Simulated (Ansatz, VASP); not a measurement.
## BP: VASP beside Ansatz

Contents of INCAR:

```
PREC     = Accurate       # precision mode
ENCUT    = 600            # plane-wave cutoff, eV
EDIFF    = 1E-6           # SCF threshold, eV
ISMEAR   = 0              # smearing method
SIGMA    = 0.1            # smearing width, eV
LREAL    = Auto         
LASPH    = T              # aspherical terms in the spheres
NELM     = 60             # most SCF steps
ALGO     = Normal         # electronic algorithm
ISIF     = 3              # what is computed and relaxed
LWAVE    = F              # write WAVECAR
LCHARG   = F              # write CHGCAR
GGA      = PE             # functional
IBRION   = 2              # ionic algorithm
NSW      = 90             # ionic steps
EDIFFG   = -0.04          # ionic threshold
```

Contents of KPOINTS:

```
regular mesh
0
Gamma
  4 4 4
```

File POSCAR:

```
BP
1.0
    5.7778423600      0.0000000000      0.0000000000
    0.0000000000      6.2497392300      0.0000000000
    0.0000000000      0.0000000000      5.4263193200
B P
8 8
Direct
    0.8354290700      0.1344984200      0.4250912100
    0.8354290700      0.8655015800      0.9250912100
    0.1645709300      0.8655015800      0.5749087900
    0.1645709300      0.1344984200      0.0749087900
    0.6645709300      0.3655015800      0.9250912100
    0.3354290700      0.6344984200      0.0749087900
    0.6645709300      0.6344984200      0.4250912100
    0.3354290700      0.3655015800      0.5749087900
    0.1645709300      0.8655015800      0.9250912100
    0.8354290700      0.1344984200      0.0749087900
    0.1645709300      0.1344984200      0.4250912100
    0.8354290700      0.8655015800      0.5749087900
    0.3354290700      0.6344984200      0.4250912100
    0.3354290700      0.3655015800      0.9250912100
    0.6645709300      0.3655015800      0.5749087900
    0.6645709300      0.6344984200      0.0749087900
```

Input for Ansatz:

```yaml
crystal:
  lattice:
    - [5.77784236, 0.0, 0.0]
    - [0.0, 6.24973923, 0.0]
    - [0.0, 0.0, 5.42631932]
  atoms:
    - { symbol: B, position: [0.83542907, 0.13449842, 0.42509121] }
    - { symbol: B, position: [0.83542907, 0.86550158, 0.92509121] }
    - { symbol: B, position: [0.16457093, 0.86550158, 0.57490879] }
    - { symbol: B, position: [0.16457093, 0.13449842, 0.07490879] }
    - { symbol: B, position: [0.66457093, 0.36550158, 0.92509121] }
    - { symbol: B, position: [0.33542907, 0.63449842, 0.07490879] }
    - { symbol: B, position: [0.66457093, 0.63449842, 0.42509121] }
    - { symbol: B, position: [0.33542907, 0.36550158, 0.57490879] }
    - { symbol: P, position: [0.16457093, 0.86550158, 0.92509121] }
    - { symbol: P, position: [0.83542907, 0.13449842, 0.07490879] }
    - { symbol: P, position: [0.16457093, 0.13449842, 0.42509121] }
    - { symbol: P, position: [0.83542907, 0.86550158, 0.57490879] }
    - { symbol: P, position: [0.33542907, 0.63449842, 0.42509121] }
    - { symbol: P, position: [0.33542907, 0.36550158, 0.92509121] }
    - { symbol: P, position: [0.66457093, 0.36550158, 0.57490879] }
    - { symbol: P, position: [0.66457093, 0.63449842, 0.07490879] }
basis:
  ecutwfc: 420
kpoints:
  mp_grid: { grid: [4, 4, 4] }
hamiltonian:
  xc: pbe
scf:
  occupations: { method: gaussian, width: 0.1 }
  lower_state_search: "off"
output:
  forces: true
  stress: true
  eigenvalues: true
relax:
  adjacent_minimum: "off"
  f_tol: 0.04
  max_steps: 70
  cell: { stress_tol: 0.4 }
```

Alike in both runs: task relaxation of cell and atoms; functional PBE; k mesh 4 × 4 × 4; occupations gaussian, width 0.1 eV; no spin polarisation.

```csv
,VASP,Ansatz
version,VASP 6.6.1,Ansatz 0.2.0
potentials or method,"VASP PAW PBE potentials, release 64 (B, P), cutoff 600 eV","scalar-relativistic, plane waves, PAW"
valence electrons in the cell,64,64
```

Ansatz gave:

* gap on the k mesh at the Fermi level, each at its own relaxed structure (eV): 1.28
* relaxed volume (Å³/atom): 13.80
* relaxed cell length with the largest relative difference (Å): 6.350

Question: Which values does VASP return?

Answer: gap on the k mesh at the Fermi level, each at its own relaxed structure (eV): 1.28; relaxed volume (Å³/atom): 13.78; relaxed cell length with the largest relative difference (Å): 6.344.
